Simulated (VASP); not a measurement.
The system is ZnCu.

```
Zn Cu
1.0
     2.94500    0.00000    0.00000
     0.00000    2.94500    0.00000
     0.00000    0.00000    2.94500
Zn Cu
1 1
Direct
  0.50000 0.50000 0.50000
  0.00000 0.00000 0.00000
```

* Program: VASP 6.6.1
* Task: relaxation of cell and atoms
* Functional: LDA
* Potentials or basis: VASP PAW LDA potentials, release 64 (Zn, Cu)
* Cutoff: 600 eV
* k mesh: 9 × 9 × 9
* Occupations: fermi-dirac, width 0.05 eV
* Spin: no spin polarisation

At the start: pressure -8.8 GPa; volume 12.77 Å³/atom.

How do energy, volume and symmetry change on relaxing?

Over 3 steps the energy falls by 25.5 meV/atom and the volume is 11.91 Å³/atom (-6.7 %); space group Pm-3m (No. 221, to 0.1 Å) before and after.

Step by step:
```
step  energy change (eV)  largest force (eV/Å)  pressure (GPa)  volume (Å³)
   1              0.0000                0.0000           -8.79        25.54
   2             -0.0381                0.0000            5.42        23.04
   3             -0.0509                0.0000            0.04        23.82
```

Final structure:
```
Zn Cu
1.0
     2.87721    0.00000    0.00000
     0.00000    2.87721    0.00000
     0.00000    0.00000    2.87721
Zn Cu
1 1
Direct
  0.50000 0.50000 0.50000
  0.00000 0.00000 0.00000
```
